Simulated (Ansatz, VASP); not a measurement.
**AlN in VASP and in Ansatz**

Contents of POSCAR:

```
AlN
1.0
    3.1065679352      0.0000000000      0.0000000000
   -1.5532839676      2.6903667505      0.0000000000
    0.0000000000      0.0000000000      4.9780667183
Al N
2 2
Direct
    0.3333333333      0.6666666667     -0.0264543789
    0.6666666667      0.3333333333      0.4735456211
    0.3333333333      0.6666666667      0.4084543789
    0.6666666667      0.3333333333      0.9084543789
```

The input INCAR.step1:

```
ALGO = Normal
EDIFF = 1E-4
ENCUT = 520
GGA = PE
ISMEAR = 0
LASPH = True
LCHARG = False
LREAL = False
LWAVE = True
NBANDS = 16
NELM = 100
PREC = Accurate
SIGMA = 0.01
```

Contents of INCAR.step2:

```
ALGO = Normal
EDIFF = 1E-7
ENCUT = 520
ISIF = 2
ISMEAR = 0
ISTART = 1
LASPH = True
LCHARG = True
LELF = True
LMIXTAU = True
LREAL = False
LVHAR = True
LWAVE = False
METAGGA = R2SCAN
NBANDS = 16
NELM = 100
PREC = Accurate
SIGMA = 0.01
```

File KPOINTS:

```
k-points
0
Gamma
  9 9 6
```

Input for Ansatz:

```yaml
crystal:
  lattice:
    - [3.1065679352, 0.0, 0.0]
    - [-1.5532839676, 2.6903667505, 0.0]
    - [0.0, 0.0, 4.9780667183]
  atoms:
    - { symbol: Al, position: [0.3333333333, 0.6666666667, -0.0264543789] }
    - { symbol: Al, position: [0.6666666667, 0.3333333333, 0.4735456211] }
    - { symbol: "N", position: [0.3333333333, 0.6666666667, 0.4084543789] }
    - { symbol: "N", position: [0.6666666667, 0.3333333333, 0.9084543789] }
basis:
  ecutwfc: 500
  xc_grid: 2
kpoints:
  mp_grid: { grid: [9, 9, 6] }
hamiltonian:
  xc: r2scan
  pseudopotentials: { kind: paw, azcp: { folder: soft_1 } }
scf:
  occupations: { method: fixed }
output:
  forces: true
  stress: true
  eigenvalues: true
  polarization: {}
```

Change from the starting cell: polar distortion scaled by 0.55.

Alike in both runs: task single point; functional r2SCAN; k mesh 9 × 9 × 6; no spin polarisation.

|  | VASP | Ansatz |
| --- | --- | --- |
| version | VASP 6.6.1 | Ansatz 0.2.0 |
| potentials or method | VASP PAW PBE potentials, release 64 (Al, N), cutoff 520 eV | scalar-relativistic, plane waves, PAW |
| occupations | gaussian, width 0.01 eV | fixed |
| valence electrons in the cell | 16 | 16 |

Ansatz gave:

| Property | Result |
| --- | --- |
| gap on the k mesh at the Fermi level (eV) | 3.98 |
| least direct gap on the mesh (eV) | 3.98 |
| pressure (GPa) | 4.0 |
| traceless stress, the component that is largest in VASP (GPa) | -14.99 |
| rms of the force components (eV/Å) | 0.830 |

Problem. What did VASP give for the same quantities?

Solution. gap on the k mesh at the Fermi level (eV): 4.02; least direct gap on the mesh (eV): 4.02; pressure (GPa): 3.8; traceless stress, the component that is largest in VASP (GPa): -15.19; rms of the force components (eV/Å): 0.841.

VASP's potentials were made for PBE, not for r2SCAN. Atom by atom the forces differ by 0.011 eV/Å (rms over components).
